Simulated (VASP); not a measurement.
# ZrN in VASP: notebook

ZrN is run at these levels: PBEsol; tasks: electric field gradients.

Program: VASP 6.6.1. These are calculated values, not measurements. Logs are shortened: lines on timing, memory, paths and dates and some standing lists are left out, and cuts for length are marked.

### 1 The cell of the first run

The structure is cubic, space group Fm-3m (No. 225). Conventional cell: a = 4.629 Å, b = 4.629 Å, c = 4.629 Å, α = 90.00°, β = 90.00°, γ = 90.00°. Within 3.1 Å of Zr (site symmetry m-3m) lie 6 N at 2.31 Å. N (site symmetry m-3m) has 6 Zr at 2.31 Å within 3.1 Å.

### 2 Electric field gradients, PBEsol (12.40 Å³/atom)

File INCAR:

```
PREC     = Accurate       # precision mode
ENCUT    = 520            # plane-wave cutoff, eV
EDIFF    = 1E-8           # SCF threshold, eV
ISMEAR   = -1             # smearing method
SIGMA    = 0.01           # smearing width, eV
LREAL    = F              # projectors in reciprocal space
LASPH    = T              # aspherical terms in the spheres
NELM     = 120            # most SCF steps
ALGO     = Normal         # electronic algorithm
ISIF     = 2              # what is computed and relaxed
LWAVE    = F              # write WAVECAR
LCHARG   = F              # write CHGCAR
GGA      = PS             # functional
LEFG     = T            
NBANDS   = 16             # bands
GGA_COMPAT= F
```

File KPOINTS:

```
regular mesh
0
Gamma
  9 9 9
```

File POSCAR:

```
ZrN
1.0
    0.0000000000      2.3142891050      2.3142891050
    2.3142891050      0.0000000000      2.3142891050
    2.3142891050      2.3142891050      0.0000000000
Zr N
1 1
Direct
    0.0000000000      0.0000000000      0.0000000000
    0.5000000000      0.5000000000      0.5000000000
```

Potentials or basis: VASP PAW PBE potentials, release 64 (Zr_sv, N).

Run with:

```sh
cat potpaw_PBE.64/Zr_sv/POTCAR potpaw_PBE.64/N/POTCAR > POTCAR
mpirun -np 1 vasp_std > vasp.out
```

OUTCAR:

```text
PREC = Accurate
   ENCUT = 520
   EDIFF = 1E-8
   ISMEAR = -1
   LREAL = F
   LASPH = T
   NELM = 120
   ISIF = 2
   GGA = PS

 ion  position               nearest neighbor table
   1  0.000  0.000  0.000-   2 2.31   2 2.31   2 2.31   2 2.31   2 2.31   2 2.31
   2  0.500  0.500  0.500-   1 2.31   1 2.31   1 2.31   1 2.31   1 2.31   1 2.31

  LATTYP: Found a face centered cubic cell.
 ALAT       =     4.6285782100

  Lattice vectors:

 A1 = (   0.0000000000,   2.3142891050,   2.3142891050)
 A2 = (   2.3142891050,   0.0000000000,   2.3142891050)
 A3 = (   2.3142891050,   2.3142891050,   0.0000000000)

Analysis of symmetry for initial positions (statically):
=====================================================================
 Subroutine PRICEL returns:
 Original cell was already a primitive cell.

 Routine SETGRP: Setting up the symmetry group for a
 face centered cubic supercell.

 Subroutine GETGRP returns: Found 48 space group operations
 (whereof 48 operations were pure point group operations)
 out of a pool of 48 trial point group operations.

The static configuration has the point symmetry O_h .

Analysis of symmetry for dynamics (positions and initial velocities):
=====================================================================
 Subroutine PRICEL returns:
 Original cell was already a primitive cell.

 Routine SETGRP: Setting up the symmetry group for a
 face centered cubic supercell.

 Subroutine GETGRP returns: Found 48 space group operations
 (whereof 48 operations were pure point group operations)
 out of a pool of 48 trial point group operations.

The dynamic configuration has the point symmetry O_h .

 Subroutine INISYM returns: Found 48 space group operations
 (whereof 48 operations are pure point group operations),
 and found     1 'primitive' translations

----------------------------------------------------------------------------------------

                                     Primitive cell

  volume of cell :      24.7904

  direct lattice vectors                    reciprocal lattice vectors
     0.000000000  2.314289105  2.314289105    -0.216049066  0.216049066  0.216049066
     2.314289105  0.000000000  2.314289105     0.216049066 -0.216049066  0.216049066
     2.314289105  2.314289105  0.000000000     0.216049066  0.216049066 -0.216049066

  length of vectors
     3.272899040  3.272899040  3.272899040     0.374207960  0.374207960  0.374207960

  position of ions in fractional coordinates (direct lattice)
     0.000000000  0.000000000  0.000000000
     0.500000000  0.500000000  0.500000000

  ion indices of the primitive-cell ions
   primitive index   ion index
                 1           1
                 2           2

----------------------------------------------------------------------------------------

 KPOINTS: regular mesh

Automatic generation of k-mesh.
 Grid dimensions read from file:
 generate k-points for:    9    9    9

 Generating k-lattice:

  Cartesian coordinates                     Fractional coordinates (reciprocal lattice)
    -0.024005452  0.024005452  0.024005452     0.111111111  0.000000000  0.000000000
     0.024005452 -0.024005452  0.024005452     0.000000000  0.111111111  0.000000000
     0.024005452  0.024005452 -0.024005452     0.000000000  0.000000000  0.111111111

  Length of vectors
     0.041578662  0.041578662  0.041578662

  Shift w.r.t. Gamma in fractional coordinates (k-lattice)
     0.000000000  0.000000000  0.000000000

 Subroutine IBZKPT returns following result:
 ===========================================

 Found     35 irreducible k-points:

 Following reciprocal coordinates:
            Coordinates               Weight
  0.000000  0.000000  0.000000      1.000000
  0.111111  0.000000  0.000000      8.000000
  0.222222  0.000000  0.000000      8.000000
  0.333333  0.000000  0.000000      8.000000
  0.444444  0.000000  0.000000      8.000000
  0.111111  0.111111  0.000000      6.000000
[... 16 lines left out ...]
 -0.333333  0.333333  0.000000     12.000000
  0.444444  0.444444  0.000000      6.000000
 [... further k-points ...]
   k-points           NKPTS =     35   k-points in BZ     NKDIM =     35   number of bands    NBANDS=     16
   number of dos      NEDOS =    301   number of ions     NIONS =      2
   total plane-waves  NPLWV =  13824
   dimension x,y,z NGX =    24 NGY =   24 NGZ =   24
   dimension x,y,z NGXF=    48 NGYF=   48 NGZF=   48
   ions per type =               1   1
   NGX,Y,Z   is equivalent  to a cutoff of  12.19, 12.19, 12.19 a.u.
   NGXF,Y,Z  is equivalent  to a cutoff of  24.38, 24.38, 24.38 a.u.
 SYSTEM =  unknown system
   PREC   = accura    normal or accurate (medium, high low for compatibility)
   ISTART =      0    job   : 0-new  1-cont  2-samecut
   ICHARG =      2    charge: 1-file 2-atom 10-const
   ISPIN  =      1    spin polarized calculation?
   LNONCOLLINEAR =      F non collinear calculations
   LSORBIT =      F    spin-orbit coupling
   LASPH  =      T    aspherical Exc in radial PAW
   ENCUT  =  520.0 eV  38.22 Ry    6.18 a.u.   6.09  6.09  6.09*2*pi/ulx,y,z
   NELM   =    120;   NELMIN=  2; NELMDL= -5     # of ELM steps
   EDIFF  = 0.1E-07   stopping-criterion for ELM
   LREAL  =      F    real-space projection
   EDIFFG = 0.1E-06   stopping-criterion for IOM
   NSW    =      0    number of steps for IOM
   IBRION =     -1    ionic relax: 0-MD 1-quasi-New 2-CG
   NFREE  =      0    steps in history (QN), initial steepest desc. (CG)
   ISIF   =      2    stress and relaxation
   ISYM   =      2    0-nonsym 1-usesym 2-fastsym
   POTIM  = 0.5000    time-step for ionic-motion
   TEBEG  =    0.0;   TEEND  =   0.0 temperature during run
   PSTRESS=    0.0 pullay stress
   NELECT =      17.0000    total number of electrons
   NUPDOWN=      -1.0000    fix difference up-down
   EMIN   =  10.00;   EMAX   =-10.00  energy-range for DOS
   EFERMI =   0.00;   METHOD = LEGACY
   ISMEAR =    -1;   SIGMA  =   0.01  broadening in eV -4-tet -1-fermi 0-gaus
   EFERMI_NEDOS =   21; number of points for ismear=-14 and -15
   IALGO  =     38    algorithm
   IMIX   =      4    mixing-type and parameters
     AMIX     =   0.40;   BMIX     =  1.00
     AMIX_MAG =   1.60;   BMIX_MAG =  1.00
  volume/ion in A,a.u.               =      12.40        83.65
  Fermi-wavevector in a.u.,A,eV,Ry     =   1.443655  2.728113 28.356457  2.084141
  Thomas-Fermi vector in A             =   2.562039
   LORBIT       =      0    0 simple, 1 ext, 2 COOP (PROOUT), +10 PAW based schemes
   GGA     = PS    functional components
   LHFCALC =     F    Hartree Fock is set to
   AEXX    =    0.0000 exact exchange contribution
   IVDW    =     0    specifies the selected vdW correction
   LEPSILON=     F    determine dielectric tensor
   LRPA    =     F    only Hartree local field effects (RPA)
 non-spin polarized calculation
  energy-cutoff  :      520.00
  volume of cell :       24.79
 maximum number of plane-waves:       680
   NGX = 13   NGY = 13   NGZ = 13

 number of electron      16.9999998 magnetization

 Free energy of the ion-electron system (eV)
  ---------------------------------------------------
  ext. energy  EPLUGINS =         0.00000000
  ---------------------------------------------------
  free energy    TOTEN  =       -21.51106973 eV

  energy without entropy =      -21.51014984  energy(sigma->0) =      -21.51060978

 E-fermi :  11.4189     XC(G=0): -12.5319

 val. band max:       11.3927556602   @ k =   0.1111   0.0000   0.0000
 cond. band min:      11.4271650171   @ k =   0.4444   0.2222   0.1111
 fundamental gap:      0.0344093570
 Fermi energy:        11.4188866560

 k-point     1 :       0.0000    0.0000    0.0000
  band No.  band energies     occupation
      1     -38.0698      2.00000
      2     -15.7459      2.00000
      3     -15.7459      2.00000
      4     -15.7459      2.00000
      5      -4.6286      2.00000
      6       8.8572      2.00000
[... 8 lines left out ...]
     15      20.5321      0.00000
     16      33.4668      0.00000

 k-point     2 :       0.1111    0.0000    0.0000
  band No.  band energies     occupation
      1     -38.0552      2.00000
      2     -15.8830      2.00000
      3     -15.7564      2.00000
      4     -15.7564      2.00000
      5      -4.3952      2.00000
      6       7.9186      2.00000
[... 8 lines left out ...]
     15      21.3167      0.00000
     16      31.1662      0.00000
[... 387 lines left out ...]
      5      -3.2788      2.00000
      6       5.3901      2.00000
[... 8 lines left out ...]
     15      22.3263      0.00000
     16      22.5542      0.00000

 k-point    24 :       0.4444    0.4444    0.0000
  band No.  band energies     occupation
      1     -37.9080      2.00000
      2     -16.5789      2.00000
      3     -16.0652      2.00000
      4     -16.0652      2.00000
      5      -4.0167      2.00000
      6       6.6950      2.00000
[... 8 lines left out ...]
     15      21.4777      0.00000
     16      26.7230      0.00000

 [... further k-points ...]
[... 5 lines left out ...]
  --------------------------------------------------------------------------------------
  -------------------------------------------------------------------------------------
  Total       -1.8156030     -1.8156030     -1.8156030      0.0000000     -0.0000000     -0.0000000
  in kB     -117.3406948   -117.3406948   -117.3406948      0.0000000     -0.0000000     -0.0000000
  external PRESSURE =    -117.3406948 kB  Pullay stress =       0.0000000 kB

 VOLUME and BASIS-vectors are now :
 -----------------------------------------------------------------------------
  energy-cutoff  :      520.00
  volume of cell :       24.79
      direct lattice vectors                 reciprocal lattice vectors
     0.000000000  2.314289105  2.314289105    -0.216049066  0.216049066  0.216049066
     2.314289105  0.000000000  2.314289105     0.216049066 -0.216049066  0.216049066
     2.314289105  2.314289105  0.000000000     0.216049066  0.216049066 -0.216049066

 POSITION                                       TOTAL-FORCE (eV/Angst)
 -----------------------------------------------------------------------------------
      0.00000      0.00000      0.00000         0.000000     -0.000000      0.000000
      2.31429      2.31429      2.31429        -0.000000      0.000000     -0.000000
 -----------------------------------------------------------------------------------
    total drift:                                0.000000     -0.000000     -0.000000

  FREE ENERGIE OF THE ION-ELECTRON SYSTEM (eV)
  ---------------------------------------------------
  free  energy   TOTEN  =       -21.5110697315 eV

  energy  without entropy=      -21.5101498361  energy(sigma->0) =      -21.51060978

 Electric field gradients (V/A^2)
---------------------------------------------------------------------
 ion       V_xx      V_yy      V_zz      V_xy      V_xz      V_yz
---------------------------------------------------------------------
   1      -0.000    -0.000    -0.000    -0.000    -0.000    -0.000
   2       0.000    -0.000    -0.000     0.001     0.001     0.001
---------------------------------------------------------------------

 Electric field gradients after diagonalization (V/A^2)
 (convention: |V_zz| > |V_xx| > |V_yy|)
----------------------------------------------------------------------
 ion       V_xx      V_yy      V_zz     asymmetry (V_yy - V_xx)/ V_zz
----------------------------------------------------------------------
   1       0.000     0.000    -0.000       0.000
   2      -0.001    -0.001     0.002       0.000
----------------------------------------------------------------------

           NMR quadrupolar parameters

 Cq : quadrupolar parameter    Cq=e*Q*V_zz/h
 eta: asymmetry parameters     (V_yy - V_xx)/ V_zz
 Q  : nuclear electric quadrupole moment in mb (millibarn)
----------------------------------------------------------------------
 ion       Cq(MHz)       eta       Q (mb)
----------------------------------------------------------------------
   1      -0.000       0.000       1.000
   2       0.000       0.000       1.000
----------------------------------------------------------------------
```

It took 26 s on 1 thread of Intel Xeon 8259CL, shared host; peak memory 0.15 GiB.

Results:

- Free energy: -21.5111 eV
- Pressure: -11.7 GPa
- Band gap on the k mesh: zero (an odd number of electrons rules out a gap without spin polarisation)
- Largest electric field gradient by atom: zero within the noise of the run

Caveat: the cell stands under tension; the PAW data sets were made with another functional, which shifts forces and pressure a little.

(Continued in part 2 of 2.)
